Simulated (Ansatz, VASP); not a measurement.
# Two plane-wave programs on CoSi

The input POSCAR:

```
CoSi
1.0
    2.7813340000      0.0000000000      0.0000000000
    0.0000000000      2.7813340000      0.0000000000
    0.0000000000      0.0000000000      2.7813340000
Co Si
1 1
Direct
    0.0000000000      0.0000000000      0.0000000000
    0.5000000000      0.5000000000      0.5000000000
```

The input INCAR.step1:

```
SYSTEM = CoSi
ALGO = Normal ; EDIFF = 1E-5
ENCUT = 600 ; GGA = PE
ISMEAR = -1 ; ISPIN = 2
LASPH = .TRUE. ; LCHARG = .FALSE.
LMAXMIX = 4 ; LORBIT = 11
LREAL = .FALSE. ; LWAVE = .TRUE.
MAGMOM = 2 0 ; NBANDS = 18
NELM = 150 ; PREC = Accurate
SIGMA = 0.05
```

Contents of INCAR.step2:

```
SYSTEM = CoSi
AEXX = 0.25 ; ALGO = Normal
EDIFF = 1E-6 ; EDIFFG = -0.01
ENCUT = 600 ; GGA = PS
IBRION = 2 ; ISIF = 3
ISMEAR = -1 ; ISPIN = 2
ISTART = 1 ; LASPH = .TRUE.
LCHARG = .FALSE. ; LHFCALC = .TRUE.
LMAXMIX = 4 ; LORBIT = 11
LREAL = .FALSE. ; LWAVE = .FALSE.
MAGMOM = 2 0 ; NELM = 150
NSW = 60 ; PREC = Accurate
PRECFOCK = Normal ; SIGMA = 0.05
```

The input KPOINTS:

```
k-points
0
G
  5 5 5
  0 0 0
```

input.yaml

```yaml
crystal:
  lattice:
    - [2.781334, 0.0, 0.0]
    - [0.0, 2.781334, 0.0]
    - [0.0, 0.0, 2.781334]
  atoms:
    - { symbol: Co, position: [0.0, 0.0, 0.0], spin: 2.0 }
    - { symbol: Si, position: [0.5, 0.5, 0.5] }
hamiltonian:
  xc: { exchange: pbesol, correlation: pbesol, exx: { coeff: 0.25 } }
  pseudopotentials: { kind: paw }
magnetization:
  spin_polarized: true
kpoints:
  mp_grid: { grid: [5, 5, 5] }
scf:
  occupations: { method: fermi_dirac, width: 0.05 }
output:
  forces: true
  stress: true
  eigenvalues: true
relax:
  f_tol: 0.01
  max_steps: 40
  cell: { stress_tol: 0.05 }
```

Alike in both runs: task relaxation of cell and atoms; functional PBEsol-based global hybrid with a share of 0.25 of exact exchange; k mesh 5 × 5 × 5; occupations fermi-dirac, width 0.05 eV; collinear spin.

|  | VASP | Ansatz |
| --- | --- | --- |
| version | VASP 6.6.1 | Ansatz 0.2.0 |
| potentials or method | VASP PAW PBE potentials, release 64 (Co, Si) | Ansatz PAW |
| plane-wave cutoff (eV) | 600 | 420 |
| valence electrons in the cell | 13 | 21 |

```tsv
	VASP	Ansatz	Ansatz less VASP
gap on the k mesh at the Fermi level, each at its own relaxed structure (eV)	none	none	-
net moment per atom (μB)	0.44	0.44	0.000
size of the moment on the site where the two differ most (μB)	0.95	1.02	+0.067
relaxed volume (Å³/atom)	10.37	10.37	+0.001
relaxed length of the cell vector where the two differ most in proportion (Å)	2.747	2.747	+0.0001
```

VASP's potentials were made for PBE, not for PBEsol-based global hybrid. Site moments also hang on the region over which each program counts them. A gap of «none» marks a metal or a gap that the smearing closes. VASP's potentials hold 13 valence electrons a cell and Ansatz's 21, so a difference there can come from the potentials and not from the codes.

The k mesh is coarse, so the values compare programs but aren't converged. Noted on Ansatz's run: the magnetic or orbital state may not be the lowest; the plane-wave basis is chosen anew once the cell has moved, so the energies of steps on either side of that aren't comparable.
